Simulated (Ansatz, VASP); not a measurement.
**GaSb in VASP and in Ansatz**

```xyz
2
Lattice="0.0000 3.0659 3.0659 3.0659 0.0000 3.0659 3.0659 3.0659 0.0000" Properties=species:S:1:pos:R:3 pbc="T T T"
Ga    0.0000    0.0000    0.0000
Sb    1.5329    1.5329    1.5329
```

Alike in both runs: task single point; functional PBE-based screened hybrid; k mesh 4 × 4 × 4; occupations fermi-dirac, width 0.02 eV; no spin polarisation.

|  | VASP | Ansatz |
| --- | --- | --- |
| version | VASP 6.6.1 | Ansatz 0.2.0 |
| potentials or method | VASP PAW PBE potentials, release 64 (Ga_d, Sb) | plane waves |
| plane-wave cutoff (eV) | 520 | 420 |
| valence electrons in the cell | 18 | 28 |

```csv
,VASP,Ansatz,Ansatz less VASP
gap on the k mesh at the Fermi level (eV),2.02,1.80,-0.227
pressure (GPa),-3.3,-1.1,+2.15
```

VASP's potentials were made for PBE, not for PBE-based screened hybrid. The functional is the same, so the differences come from potentials, cutoffs and numerics. VASP's potentials hold 18 valence electrons a cell and Ansatz's 28, so a difference there can come from the potentials and not from the codes. Ansatz's warnings: stress exchange threshold loose, stress scf threshold loose.

The k mesh is coarse, so the values compare programs but aren't converged. Spin-orbit coupling is off throughout.
